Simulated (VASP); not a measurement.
Here is a VASP 6.6.1 calculation.

INCAR

```
SYSTEM = MgSe
PREC = Accurate
ENCUT = 600
EDIFF = 1E-6
ISMEAR = 0
SIGMA = 0.02
LREAL = .False.
LASPH = .True.
NELM = 120
ALGO = Normal
ISIF = 2
LWAVE = .False.
LCHARG = .True.
LELF = .True.
LVHAR = .True.
NBANDS = 11
GGA_COMPAT = .False.
```

File KPOINTS:

```
Automatic mesh
0
Gamma
  8 8 8
  0 0 0
```

POSCAR

```
MgSe
1.0
    0.0000000000      2.6958606120      2.6958606120
    2.6958606120      0.0000000000      2.6958606120
    2.6958606120      2.6958606120      0.0000000000
Mg Se
1 1
Direct
    0.0000000000      0.0000000000      0.0000000000
    0.5000000000      0.5000000000      0.5000000000
```

Potentials or basis: VASP PAW LDA potentials, release 64 (Mg, Se).

The run is started by

```sh
$ cat potpaw_LDA.64/Mg/POTCAR potpaw_LDA.64/Se/POTCAR > POTCAR
$ mpirun -np 1 vasp_std > vasp.out
```

(1) Predict the pressure.

(2) Predict the band gap on the k mesh.

Results:

(1) -0.3 GPa.

(2) 1.70 eV, indirect (least direct gap 2.62 eV).
